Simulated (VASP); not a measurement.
Here is a VASP 6.6.1 calculation.

File INCAR:

```
SYSTEM = LiAl12
PREC = Accurate ; ENCUT = 520
EDIFF = 1E-6 ; ISMEAR = 0
SIGMA = 0.1 ; LREAL = .FALSE.
LASPH = .TRUE. ; NELM = 80
ALGO = Normal ; ISIF = 2
LWAVE = .FALSE. ; LCHARG = .TRUE.
LDIPOL = .TRUE. ; IDIPOL = 3
DIPOL = 0.5 0.5 0.330 ; LELF = .TRUE.
LVHAR = .TRUE. ; LVACPOTAV = .TRUE.
NBANDS = 32
```

File KPOINTS:

```
Automatic mesh
0
G
  6 6 1
  0 0 0
```

File POSCAR:

```
LiAl12
1.0
    5.6336864727      0.0000000000      0.0000000000
   -2.8168432363      4.8789156023      0.0000000000
    0.0000000000      0.0000000000     20.0321727095
Al Li
12 1
Direct
    0.3333333333      0.1666666667      0.1996787896
    0.3333333333      0.6666666667      0.1996787896
    0.8333333333      0.1666666667      0.1996787896
    0.8333333333      0.6666666667      0.1996787896
    0.1666666667      0.3333333333      0.3128097176
    0.1666666667      0.8333333333      0.3128097176
    0.6666666667      0.3333333333      0.3128097176
    0.6666666667      0.8333333333      0.3128097176
    0.0000000000      0.0000000000      0.4259234799
    0.0000000000      0.5000000000      0.4259234799
    0.5000000000      0.0000000000      0.4259234799
    0.5000000000      0.5000000000      0.4259234799
    0.1666666667      0.3333333333      0.5309099389
```

Potentials or basis: VASP PAW LDA potentials, release 64 (Al, Li_sv).

Run with:

```bash
$ cat potpaw_LDA.64/Al/POTCAR potpaw_LDA.64/Li_sv/POTCAR > POTCAR
$ mpirun -np 1 vasp_std > vasp.out
```

(1) What does it give for the largest force?

## Answers

(1) 0.215 eV/Å.
